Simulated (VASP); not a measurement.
Write the native input for VASP 6.6.1 that does the following.

```
Task                   : single point
Functional             : PBEsol
Potentials or basis    : VASP PAW PBE potentials, release 64 (Bi_d, Te)
Cutoff                 : 500 eV
k mesh                 : 9 × 9 × 2
Occupations            : gaussian, width 0.03 eV
Spin                   : no spin polarisation
Dipole correction      : no
Further INCAR settings : ALGO = Normal; EDIFF = 1e-06; NBANDS = 85
```

The structure of Bi2Te3 lies in POSCAR:

```
Bi2Te3
1.0
   -4.3808388124      0.0000000000      0.0000000000
   -2.1904194062     -3.7939177014      0.0000000000
    0.0000000000      0.0000000000     30.3232969145
Bi Te
6 9
Direct
    0.6666666667      0.6666666667      0.7331583822
    1.0000000000      0.0000000000      0.3998250489
    0.3333333333      0.3333333333      0.0664917155
    0.6666666667      0.6666666667      0.9335082845
    1.0000000000      0.0000000000      0.6001749511
    0.3333333333      0.3333333333      0.2668416178
    0.6666666667      0.6666666667      0.3333333333
    0.0000000000      1.0000000000      0.0000000000
    0.3333333333      0.3333333333      0.6666666667
    0.6666666667      0.6666666667      0.5433396851
    1.0000000000      0.0000000000      0.2100063518
    0.3333333333      0.3333333333      0.8766730184
    0.6666666667      0.6666666667      0.1233269816
    1.0000000000      0.0000000000      0.7899936482
    0.3333333333      0.3333333333      0.4566603149
```

These files were run (other wordings do the same):

INCAR

```
ALGO = Normal ; EDIFF = 1E-6
ENCUT = 500 ; GGA = PS
GGA_COMPAT = F ; ISIF = 2
ISMEAR = 0 ; LASPH = T
LCHARG = F ; LREAL = F
LWAVE = F ; NBANDS = 85
NELM = 120 ; PREC = Accurate
SIGMA = 0.03
```

KPOINTS

```
k-points
0
Gamma
  9 9 2
```

Potentials or basis: VASP PAW PBE potentials, release 64 (Bi_d, Te).

Launch:

```console
$ cat potpaw_PBE.64/Bi_d/POTCAR potpaw_PBE.64/Te/POTCAR > POTCAR
$ mpirun -np 1 vasp_std > vasp.out
```

Results of the run:

| Quantity | Value |
| --- | --- |
| Pressure | 0.0 GPa |
| Largest force | 0.016 eV/Å |
| Band gap on the k mesh | 0.21 eV |

Caveat: the PAW data sets were made with another functional, which shifts forces and pressure a little; spin-orbit coupling is left out, which moves the levels of the heavy elements.

Run time: 20 min on 1 thread of Intel(R) Xeon(R) Platinum 8559C (Emerald Rapids), on a shared host, peak memory 0.94 GiB.
